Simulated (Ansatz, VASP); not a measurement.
InSb: VASP beside Ansatz

```
In Sb
1.0
     0.00000    3.18291    3.18291
     3.18291    0.00000    3.18291
     3.18291    3.18291    0.00000
In Sb
1 1
Cartesian
  0.0000 0.0000 0.0000
  4.7744 4.7744 4.7744
```

Alike in both runs: task single point; functional LDA; k mesh 6 × 6 × 6; occupations gaussian, width 0.05 eV; no spin polarisation.

```csv
,VASP,Ansatz
version,VASP 6.6.1,Ansatz 0.2.0
potentials or method,"VASP PAW LDA potentials, release 64 (In_d, Sb), cutoff 520 eV","scalar-relativistic, plane waves, PAW"
valence electrons in the cell,18,28
```

Ansatz gave:

| Property | Result |
| --- | --- |
| gap on the k mesh at the Fermi level (eV) | none |
| pressure (GPa) | 2.1 |

Which values does VASP return?

gap on the k mesh at the Fermi level (eV): none; pressure (GPa): 2.2.

LDA's correlation is that of Perdew and Zunger in VASP and of Perdew and Wang (1992) in Ansatz. A gap of «none» marks a metal or a gap that the smearing closes. VASP's potentials hold 18 valence electrons a cell and Ansatz's 28, so a difference there can come from the potentials and not from the codes.

Spin-orbit coupling is off throughout.
